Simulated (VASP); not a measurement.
Set up this calculation in VASP 6.6.1, as the native input.

- Task: single point
- Functional: LDA
- Potentials or basis: VASP PAW LDA potentials, release 64 (Li_sv, Cl, O)
- Cutoff: 520 eV
- k mesh: 6 × 6 × 6
- Occupations: fermi-dirac, width 0.01 eV
- Spin: no spin polarisation
- Dipole correction: no
- Further INCAR settings: ALGO = Normal; EDIFF = 1e-06; NBANDS = 19

The structure of Li3ClO lies in POSCAR:

```
Li3ClO
1.0
    3.9083370000      0.0000000000      0.0000000000
    0.0000000000      3.9083370000      0.0000000000
    0.0000000000      0.0000000000      3.9083370000
Li Cl O
3 1 1
Direct
    0.0000000000      0.5000000000      0.5000000000
    0.5000000000      0.0000000000      0.5000000000
    0.5000000000      0.5000000000      0.0000000000
    0.0000000000      0.0000000000      0.0000000000
    0.5000000000      0.5000000000      0.5000000000
```

One way to write it, as run:

INCAR

```
PREC = Accurate
ENCUT = 520
EDIFF = 1E-6
ISMEAR = -1
SIGMA = 0.01
LREAL = F
LASPH = T
NELM = 80
ALGO = Normal
ISIF = 2
LWAVE = F
LCHARG = F
GGA = CA
NBANDS = 19
```

KPOINTS

```
Automatic mesh
0
Gamma
  6 6 6
```

Potentials or basis: VASP PAW LDA potentials, release 64 (Li_sv, Cl, O).

The run is started by

```console
$ cat potpaw_LDA.64/Li_sv/POTCAR potpaw_LDA.64/Cl/POTCAR potpaw_LDA.64/O/POTCAR > POTCAR
$ mpirun -np 1 vasp_std > vasp.out
```

It gave:

| Item | Value |
| --- | --- |
| Band gap on the k mesh | 4.59 eV, indirect (least direct gap 4.61 eV) |

Run time: 34 s on 1 thread of Intel Xeon 8259CL (shared host), peak memory 0.15 GiB.
